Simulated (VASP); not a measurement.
A run of VASP 6.6.1 is set up as follows.

The input POSCAR:

```
SnSe
1.0
    0.0000000000      3.0100000000      3.0100000000
    3.0100000000      0.0000000000      3.0100000000
    3.0100000000      3.0100000000      0.0000000000
Sn Se
1 1
Direct
   -0.0332225914     -0.0332225914      0.0097306717
    0.5000000000      0.5000000000      0.5000000000
```

File INCAR.step1:

```
ALGO     = Normal         # electronic algorithm
EDIFF    = 1E-4           # SCF threshold, eV
ENCUT    = 520            # plane-wave cutoff, eV
GGA      = PE             # functional
ISMEAR   = 0              # smearing method
LASPH    = True           # aspherical terms in the spheres
LCHARG   = False          # write CHGCAR
LREAL    = False          # projectors in reciprocal space
LWAVE    = True           # write WAVECAR
NBANDS   = 17             # bands
NELM     = 80             # most SCF steps
PREC     = Accurate       # precision mode
SIGMA    = 0.05           # smearing width, eV
```

Contents of INCAR.step2:

```
ALGO     = Normal         # electronic algorithm
EDIFF    = 1E-6           # SCF threshold, eV
ENCUT    = 520            # plane-wave cutoff, eV
ISIF     = 2              # what is computed and relaxed
ISMEAR   = 0              # smearing method
ISTART   = 1            
LASPH    = True           # aspherical terms in the spheres
LCHARG   = False          # write CHGCAR
LMIXTAU  = True         
LREAL    = False          # projectors in reciprocal space
LWAVE    = False          # write WAVECAR
METAGGA  = R2SCAN         # meta-GGA
NBANDS   = 17             # bands
NELM     = 80             # most SCF steps
PREC     = Accurate       # precision mode
SIGMA    = 0.05           # smearing width, eV
```

Contents of KPOINTS:

```
k-points
0
Gamma
  10 10 10
```

Potentials or basis: VASP PAW PBE potentials, release 64 (Sn_d, Se).

The run is started by

```sh
$ cat potpaw_PBE.64/Sn_d/POTCAR potpaw_PBE.64/Se/POTCAR > POTCAR
$ cp INCAR.step1 INCAR
$ mpirun -np 1 vasp_std > vasp.out
$ cp INCAR.step2 INCAR
$ mpirun -np 1 vasp_std > vasp.out
```

Question: What does it give for the band gap on the k mesh?

Answer: 0.39 eV, direct.

Question: Estimate the pressure.

Answer: 0.7 GPa.

Question: What does it give for the largest force?

Answer: 0.073 eV/Å.

Forces in eV/Å, atoms in the order of the input:
```
Sn   0.015  0.015  0.069
Se  -0.015 -0.015 -0.069
```

Caveat: the cell differs from its parent crystal (atom 1 (Sn) moved by (-0.100, -0.200) A along [1 1 0] and z); the PAW data sets were made with another functional, which shifts forces and pressure a little; spin-orbit coupling is left out, which moves the levels of the heavy elements. A k mesh can miss the band edges.
